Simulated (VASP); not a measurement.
A run of VASP 6.6.1 is set up as follows.

Contents of INCAR:

```
PREC     = Accurate       # precision mode
ENCUT    = 600            # plane-wave cutoff, eV
EDIFF    = 1E-6           # SCF threshold, eV
ISMEAR   = -1             # smearing method
SIGMA    = 0.1            # smearing width, eV
LREAL    = False          # projectors in reciprocal space
LASPH    = True           # aspherical terms in the spheres
NELM     = 60             # most SCF steps
ALGO     = Normal         # electronic algorithm
ISIF     = 3              # what is computed and relaxed
LWAVE    = False          # write WAVECAR
LCHARG   = False          # write CHGCAR
GGA      = B5             # functional
ALDAX    = 1.0          
AGGAX    = 1.0          
AGGAC    = 1.0          
ALDAC    = 0.0          
IBRION   = 2              # ionic algorithm
NSW      = 80             # ionic steps
EDIFFG   = -0.01          # ionic threshold
```

File KPOINTS:

```
Automatic mesh
0
Gamma
  9 9 9
```

Contents of POSCAR:

```
Li
1.0
    0.0000000000      3.0783766346      3.0783766346
    3.0783766346      0.0000000000      3.0783766346
    3.0783766346      3.0783766346      0.0000000000
Li
2
Direct
    0.1250000000      0.1250000000      0.1250000000
    0.8750000000      0.8750000000      0.8750000000
```

Potentials or basis: VASP PAW PBE potentials, release 64 (Li_sv).

Run with:

```bash
$ cat potpaw_PBE.64/Li_sv/POTCAR > POTCAR
$ mpirun -np 1 vasp_std > vasp.out
```

Problem. Estimate the space group after relaxing (to 0.05 Å).

Solution. Fd-3m (No. 227).

Problem. Predict the relaxed volume.

Solution. 27.65 Å³/atom.

Problem. Estimate the relaxed cell.

Solution. a = 4.277 Å, b = 4.277 Å, c = 4.277 Å, α = 60.00°, β = 60.00°, γ = 60.00°.

Problem. What does it give for the band gap on the k mesh?

Solution. Zero (band 3 reaches 0.74 eV, above the bottom of band 4 at 0.08 eV).

Step by step:
```
step  energy change (eV)  largest force (eV/Å)  pressure (GPa)  volume (Å³)
   1              0.0000                0.0000           -0.20        58.34
   2             -0.0004                0.0000           -0.20        58.04
   3             -0.0013                0.0000           -0.15        57.12
   4             -0.0022                0.0000           -0.05        55.31
```

Caveat: the cutoff is under 1.25 times the usual one of these potentials, so pressure, stress and relaxed cells hold a basis-set (Pulay) error; the PAW data sets were made with another functional, which shifts forces and pressure a little.
